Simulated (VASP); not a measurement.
# CdSe (F-43m) in VASP: further runs

CdSe is run at these levels: PBEsol; tasks: single point.

Everything below comes from runs of VASP 6.6.1. Logs are shortened: lines on timing, memory, paths and dates and some standing lists are left out, and cuts for length are marked.

**1. The cell of the first run**

Symmetry: F-43m, No. 216, cubic system. The conventional cell has a = 6.015 Å, b = 6.015 Å, c = 6.015 Å, α = 90.00°, β = 90.00°, γ = 90.00°. Within 3.4 Å of Cd (site symmetry -43m) lie 4 Se at 2.60 Å. Se (site symmetry -43m) has 4 Cd at 2.60 Å within 3.4 Å.

**2. Single point, PBEsol**

The input, INCAR:

```
PREC = Accurate
ENCUT = 520
EDIFF = 1E-6
ISMEAR = -1
SIGMA = 0.05
LREAL = F
LASPH = T
NELM = 80
ALGO = Normal
ISIF = 2
LWAVE = F
LCHARG = F
GGA = PS
NBANDS = 16
```

The input, KPOINTS:

```
Automatic mesh
0
Gamma
  8 8 8
```

The input, POSCAR:

```
CdSe
1.0
    0.0000000000      3.0075950161      3.0075950161
    3.0075950161      0.0000000000      3.0075950161
    3.0075950161      3.0075950161      0.0000000000
Cd Se
1 1
Direct
    0.0000000000      0.0000000000      0.0000000000
    0.2500000000      0.2500000000      0.2500000000
```

Potentials or basis: VASP PAW PBE potentials, release 64 (Cd, Se).

Command:

```console
$ cat potpaw_PBE.64/Cd/POTCAR potpaw_PBE.64/Se/POTCAR > POTCAR
$ mpirun -np 1 vasp_std > vasp.out
```

OUTCAR:

```text
PREC = Accurate
   ENCUT = 520
   EDIFF = 1E-6
   ISMEAR = -1
   LREAL = F
   LASPH = T
   NELM = 80
   ISIF = 2
   GGA = PS

 ion  position               nearest neighbor table
   1  0.000  0.000  0.000-   2 2.60   2 2.60   2 2.60   2 2.60
   2  0.250  0.250  0.250-   1 2.60   1 2.60   1 2.60   1 2.60

  LATTYP: Found a face centered cubic cell.
 ALAT       =     6.0151900322

  Lattice vectors:

 A1 = (   0.0000000000,   3.0075950161,   3.0075950161)
 A2 = (   3.0075950161,   0.0000000000,   3.0075950161)
 A3 = (   3.0075950161,   3.0075950161,   0.0000000000)

Analysis of symmetry for initial positions (statically):
=====================================================================
 Subroutine PRICEL returns:
 Original cell was already a primitive cell.

 Routine SETGRP: Setting up the symmetry group for a
 face centered cubic supercell.

 Subroutine GETGRP returns: Found 24 space group operations
 (whereof 24 operations were pure point group operations)
 out of a pool of 48 trial point group operations.

The static configuration has the point symmetry T_d .

Analysis of symmetry for dynamics (positions and initial velocities):
=====================================================================
 Subroutine PRICEL returns:
 Original cell was already a primitive cell.

 Routine SETGRP: Setting up the symmetry group for a
 face centered cubic supercell.

 Subroutine GETGRP returns: Found 24 space group operations
 (whereof 24 operations were pure point group operations)
 out of a pool of 48 trial point group operations.

The dynamic configuration has the point symmetry T_d .

 Subroutine INISYM returns: Found 24 space group operations
 (whereof 24 operations are pure point group operations),
 and found     1 'primitive' translations

----------------------------------------------------------------------------------------

                                     Primitive cell

  volume of cell :      54.4112

  direct lattice vectors                    reciprocal lattice vectors
     0.000000000  3.007595016  3.007595016    -0.166245787  0.166245787  0.166245787
     3.007595016  0.000000000  3.007595016     0.166245787 -0.166245787  0.166245787
     3.007595016  3.007595016  0.000000000     0.166245787  0.166245787 -0.166245787

  length of vectors
     4.253381662  4.253381662  4.253381662     0.287946149  0.287946149  0.287946149

  position of ions in fractional coordinates (direct lattice)
     0.000000000  0.000000000  0.000000000
     0.250000000  0.250000000  0.250000000

  ion indices of the primitive-cell ions
   primitive index   ion index
                 1           1
                 2           2

----------------------------------------------------------------------------------------

 KPOINTS: Automatic mesh

Automatic generation of k-mesh.
 Grid dimensions read from file:
 generate k-points for:    8    8    8

 Generating k-lattice:

  Cartesian coordinates                     Fractional coordinates (reciprocal lattice)
    -0.020780723  0.020780723  0.020780723     0.125000000  0.000000000  0.000000000
     0.020780723 -0.020780723  0.020780723     0.000000000  0.125000000  0.000000000
     0.020780723  0.020780723 -0.020780723     0.000000000  0.000000000  0.125000000

  Length of vectors
     0.035993269  0.035993269  0.035993269

  Shift w.r.t. Gamma in fractional coordinates (k-lattice)
     0.000000000  0.000000000  0.000000000

 Subroutine IBZKPT returns following result:
 ===========================================

 Found     29 irreducible k-points:

 Following reciprocal coordinates:
            Coordinates               Weight
  0.000000  0.000000  0.000000      1.000000
  0.125000  0.000000  0.000000      8.000000
  0.250000  0.000000  0.000000      8.000000
  0.375000  0.000000  0.000000      8.000000
  0.500000  0.000000  0.000000      4.000000
  0.125000  0.125000  0.000000      6.000000
[... 16 lines left out ...]
  0.500000  0.250000  0.125000     48.000000
 -0.375000  0.250000  0.125000     24.000000
 [... further k-points ...]
   k-points           NKPTS =     29   k-points in BZ     NKDIM =     29   number of bands    NBANDS=     16
   number of dos      NEDOS =    301   number of ions     NIONS =      2
   total plane-waves  NPLWV =  32768
   dimension x,y,z NGX =    32 NGY =   32 NGZ =   32
   dimension x,y,z NGXF=    64 NGYF=   64 NGZF=   64
   ions per type =               1   1
   NGX,Y,Z   is equivalent  to a cutoff of  12.51, 12.51, 12.51 a.u.
   NGXF,Y,Z  is equivalent  to a cutoff of  25.01, 25.01, 25.01 a.u.
 SYSTEM =  unknown system
   PREC   = accura    normal or accurate (medium, high low for compatibility)
   ISTART =      0    job   : 0-new  1-cont  2-samecut
   ICHARG =      2    charge: 1-file 2-atom 10-const
   ISPIN  =      1    spin polarized calculation?
   LNONCOLLINEAR =      F non collinear calculations
   LSORBIT =      F    spin-orbit coupling
   LASPH  =      T    aspherical Exc in radial PAW
   ENCUT  =  520.0 eV  38.22 Ry    6.18 a.u.   7.91  7.91  7.91*2*pi/ulx,y,z
   NELM   =     80;   NELMIN=  2; NELMDL= -5     # of ELM steps
   EDIFF  = 0.1E-05   stopping-criterion for ELM
   LREAL  =      F    real-space projection
   EDIFFG = 0.1E-04   stopping-criterion for IOM
   NSW    =      0    number of steps for IOM
   IBRION =     -1    ionic relax: 0-MD 1-quasi-New 2-CG
   NFREE  =      0    steps in history (QN), initial steepest desc. (CG)
   ISIF   =      2    stress and relaxation
   ISYM   =      2    0-nonsym 1-usesym 2-fastsym
   POTIM  = 0.5000    time-step for ionic-motion
   TEBEG  =    0.0;   TEEND  =   0.0 temperature during run
   PSTRESS=    0.0 pullay stress
   NELECT =      18.0000    total number of electrons
   NUPDOWN=      -1.0000    fix difference up-down
   EMIN   =  10.00;   EMAX   =-10.00  energy-range for DOS
   EFERMI =   0.00;   METHOD = LEGACY
   ISMEAR =    -1;   SIGMA  =   0.05  broadening in eV -4-tet -1-fermi 0-gaus
   EFERMI_NEDOS =   21; number of points for ismear=-14 and -15
   IALGO  =     38    algorithm
   IMIX   =      4    mixing-type and parameters
     AMIX     =   0.40;   BMIX     =  1.00
     AMIX_MAG =   1.60;   BMIX_MAG =  1.00
  volume/ion in A,a.u.               =      27.21       183.59
  Fermi-wavevector in a.u.,A,eV,Ry     =   1.132234  2.139613 17.442050  1.281955
  Thomas-Fermi vector in A             =   2.268935
   LORBIT       =      0    0 simple, 1 ext, 2 COOP (PROOUT), +10 PAW based schemes
   GGA     = PS    functional components
   LHFCALC =     F    Hartree Fock is set to
   AEXX    =    0.0000 exact exchange contribution
   IVDW    =     0    specifies the selected vdW correction
   LEPSILON=     F    determine dielectric tensor
   LRPA    =     F    only Hartree local field effects (RPA)
 non-spin polarized calculation
  energy-cutoff  :      520.00
  volume of cell :       54.41
 maximum number of plane-waves:      1477
   NGX = 15   NGY = 15   NGZ = 15

 number of electron      17.9999992 magnetization

 Free energy of the ion-electron system (eV)
  ---------------------------------------------------
  ext. energy  EPLUGINS =         0.00000000
  ---------------------------------------------------
  free energy    TOTEN  =        -6.16253550 eV

  energy without entropy =       -6.16251217  energy(sigma->0) =       -6.16252383

 E-fermi :   1.3947     XC(G=0):  -9.2524

 val. band max:        1.0840821658   @ k =   0.0000   0.0000   0.0000
 cond. band min:       1.6320408756   @ k =   0.0000   0.0000   0.0000
 fundamental gap:      0.5479587098
 Fermi energy:         1.3947211548

 k-point     1 :       0.0000    0.0000    0.0000
  band No.  band energies     occupation
      1     -11.7357      2.00000
      2      -6.9519      2.00000
      3      -6.9519      2.00000
      4      -6.9519      2.00000
      5      -6.5328      2.00000
      6      -6.5328      2.00000
[... 8 lines left out ...]
     15      12.2256      0.00000
     16      12.2256      0.00000

 k-point     2 :       0.1250    0.0000    0.0000
  band No.  band energies     occupation
      1     -11.6767      2.00000
      2      -6.9328      2.00000
      3      -6.9328      2.00000
      4      -6.9034      2.00000
      5      -6.5340      2.00000
      6      -6.5340      2.00000
[... 8 lines left out ...]
     15      11.3826      0.00000
     16      11.5284      0.00000

 k-point     3 :       0.2500    0.0000    0.0000
  band No.  band energies     occupation
      1     -11.5322      2.00000
      2      -6.8911      2.00000
      3      -6.8911      2.00000
      4      -6.7325      2.00000
      5      -6.5309      2.00000
      6      -6.5309      2.00000
[... 8 lines left out ...]
     15      11.1303      0.00000
     16      11.1303      0.00000

 k-point     4 :       0.3750    0.0000    0.0000
  band No.  band energies     occupation
      1     -11.3855      2.00000
      2      -6.8581      2.00000
      3      -6.8581      2.00000
      4      -6.5165      2.00000
      5      -6.5165      2.00000
      6      -6.4265      2.00000
[... 8 lines left out ...]
     15      12.0534      0.00000
     16      12.0534      0.00000

 k-point     5 :       0.5000    0.0000    0.0000
  band No.  band energies     occupation
      1     -11.3243      2.00000
      2      -6.8477      2.00000
      3      -6.8477      2.00000
      4      -6.5066      2.00000
      5      -6.5066      2.00000
      6      -6.2137      2.00000
[... 8 lines left out ...]
     15      13.2761      0.00000
     16      13.2761      0.00000

 k-point     6 :       0.1250    0.1250    0.0000
  band No.  band energies     occupation
      1     -11.6571      2.00000
      2      -6.9145      2.00000
      3      -6.9145      2.00000
      4      -6.9115      2.00000
      5      -6.5460      2.00000
      6      -6.5232      2.00000
[... 8 lines left out ...]
     15      12.0799      0.00000
     16      12.3581      0.00000
[... 267 lines left out ...]
 k-point    21 :       0.5000    0.5000    0.0000
  band No.  band energies     occupation
      1     -11.1949      2.00000
      2      -6.7520      2.00000
      3      -6.6590      2.00000
      4      -6.6590      2.00000
      5      -6.4669      2.00000
      6      -6.1468      2.00000
[... 8 lines left out ...]
     15      13.5195      0.00000
     16      14.5205      0.00000

 k-point    22 :       0.3750    0.2500    0.1250
  band No.  band energies     occupation
      1     -11.4251      2.00000
      2      -6.8463      2.00000
      3      -6.8240      2.00000
      4      -6.6726      2.00000
      5      -6.5271      2.00000
      6      -6.4854      2.00000
[... 8 lines left out ...]
     15      12.6530      0.00000
     16      13.8361      0.00000

 k-point    23 :       0.5000    0.2500    0.1250
  band No.  band energies     occupation
      1     -11.3086      2.00000
      2      -6.8143      2.00000
      3      -6.7941      2.00000
      4      -6.5889      2.00000
      5      -6.5089      2.00000
      6      -6.2850      2.00000
[... 8 lines left out ...]
     15      13.0149      0.00000
     16      13.6908      0.00000

 k-point    24 :      -0.3750    0.2500    0.1250
  band No.  band energies     occupation
      1     -11.2606      2.00000
      2      -6.8091      2.00000
      3      -6.7800      2.00000
      4      -6.5571      2.00000
      5      -6.5153      2.00000
      6      -6.1172      2.00000
[... 8 lines left out ...]
     15      12.7351      0.00000
     16      13.7492      0.00000

 [... further k-points ...]
[... 5 lines left out ...]
  --------------------------------------------------------------------------------------
  -------------------------------------------------------------------------------------
  Total        0.7634200      0.7634200      0.7634200      0.0000000      0.0000000      0.0000000
  in kB       22.4794684     22.4794684     22.4794684      0.0000000      0.0000000      0.0000000
  external PRESSURE =      22.4794684 kB  Pullay stress =       0.0000000 kB

 VOLUME and BASIS-vectors are now :
 -----------------------------------------------------------------------------
  energy-cutoff  :      520.00
  volume of cell :       54.41
      direct lattice vectors                 reciprocal lattice vectors
     0.000000000  3.007595016  3.007595016    -0.166245787  0.166245787  0.166245787
     3.007595016  0.000000000  3.007595016     0.166245787 -0.166245787  0.166245787
     3.007595016  3.007595016  0.000000000     0.166245787  0.166245787 -0.166245787

 POSITION                                       TOTAL-FORCE (eV/Angst)
 -----------------------------------------------------------------------------------
      0.00000      0.00000      0.00000        -0.000000     -0.000000     -0.000000
      1.50380      1.50380      1.50380         0.000000      0.000000      0.000000
 -----------------------------------------------------------------------------------
    total drift:                               -0.000000     -0.000000     -0.000000

  FREE ENERGIE OF THE ION-ELECTRON SYSTEM (eV)
  ---------------------------------------------------
  free  energy   TOTEN  =        -6.1625354959 eV

  energy  without entropy=       -6.1625121730  energy(sigma->0) =       -6.16252383
```

Wall time 7.5 s (1 thread of Intel Xeon 6975P-C (Granite Rapids), shared host); peak memory 0.18 GiB.

What came out:

```
Free energy            : -6.1625 eV
Pressure               : 2.2 GPa
Band gap on the k mesh : 0.55 eV, direct
```

Levels at points of the mesh, in eV from the valence-band top:
| k point | band 6 | band 7 | band 8 | band 9 | band 10 | band 11 | band 12 | band 13 |
| --- | --- | --- | --- | --- | --- | --- | --- | --- |
| (0.00, 0.00, 0.00) | -7.62 | 0.00 | 0.00 | 0.00 | 0.55 | 5.85 | 5.85 | 5.85 |
| (0.50, 0.00, 0.00) | -7.30 | -4.65 | -0.81 | -0.81 | 2.33 | 6.37 | 6.37 | 7.37 |
| (0.50, 0.50, 0.00) | -7.23 | -4.29 | -2.00 | -2.00 | 2.93 | 3.70 | 9.14 | 10.33 |

Caveat: the PAW data sets were made with another functional, which shifts forces and pressure a little. Expect the measured gap to be larger: semilocal functionals such as PBEsol lack the derivative discontinuity.

**3. Single point, PBEsol**

This run uses another cell than the first one, of 27.78 Å³/atom, 1.021 times its volume.

The input, INCAR:

```
PREC = Accurate
ENCUT = 520
EDIFF = 1E-6
ISMEAR = -1
SIGMA = 0.05
LREAL = False
LASPH = True
NELM = 60
ALGO = Normal
ISIF = 2
LWAVE = False
LCHARG = False
GGA = PS
NBANDS = 16
```

KPOINTS is that of step 2.

The input, POSCAR:

```
CdSe
1.0
    0.0000000000      3.0287759606      3.0287759606
    3.0287759606      0.0000000000      3.0287759606
    3.0287759606      3.0287759606      0.0000000000
Cd Se
1 1
Direct
    0.0000000000      0.0000000000      0.0000000000
    0.2500000000      0.2500000000      0.2500000000
```

Potentials or basis: VASP PAW PBE potentials, release 64 (Cd, Se).

Command:

```console
$ cat potpaw_PBE.64/Cd/POTCAR potpaw_PBE.64/Se/POTCAR > POTCAR
$ mpirun -np 1 vasp_std > vasp.out
```

Wall time 7.4 s (1 thread of Intel Xeon 6975P-C (Granite Rapids), shared host); peak memory 0.18 GiB.

The run converged. Its results:

- Free energy: -6.1742 eV
- Pressure: 1.0 GPa
- Band gap on the k mesh: 0.51 eV, direct

Levels at points of the mesh, in eV from the valence-band top:
```csv
k point,band 5,band 6,band 7,band 8,band 9,band 10,band 11,band 12,band 13,band 14
"(0.00, 0.00, 0.00)",-7.56,-7.56,0.00,0.00,0.00,0.51,5.85,5.85,5.85,9.64
"(0.50, 0.00, 0.00)",-7.54,-7.26,-4.52,-0.78,-0.78,2.30,6.36,6.36,7.31,9.91
"(0.50, 0.50, 0.00)",-7.50,-7.19,-4.19,-1.92,-1.92,2.98,3.68,9.04,10.20,10.20
```

Caveat: the PAW data sets were made with another functional, which shifts forces and pressure a little.

(Continued in part 2 of 2.)
